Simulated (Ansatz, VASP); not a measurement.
ZnS3: VASP beside Ansatz

```xyz
4
Lattice="4.0551 0.0000 0.0000 0.0000 4.0551 0.0000 0.0000 0.0000 4.0551" Properties=species:S:1:pos:R:3 pbc="T T T"
Zn    0.0000    0.0000    0.0000
S     0.0000    2.0276    2.0276
S     2.0276    0.0000    2.0276
S     2.0276    2.0276    0.0000
```

Alike in both runs: functional PBE; k mesh 12 × 12 × 12; occupations gaussian, width 0.1 eV; no spin polarisation.

Ansatz relaxed the structure, and its values are those at the end. VASP's run is a single point on that final structure, the one shown.

|  | VASP | Ansatz |
| --- | --- | --- |
| version | VASP 6.6.1 | Ansatz 0.2.0 |
| potentials or method | VASP PAW PBE potentials, release 64 (Zn, S), cutoff 520 eV | scalar-relativistic, plane waves, PAW |
| valence electrons in the cell | 30 | 30 |

|  | VASP | Ansatz | Ansatz less VASP |
| --- | --- | --- | --- |
| gap on the k mesh at the Fermi level (eV) | none | none | - |
| pressure (GPa) | 0.0 | 0.0 | 0.00 |

A gap of «none» marks a metal or a gap that the smearing closes. The functional is the same, so the differences come from potentials, cutoffs and numerics.
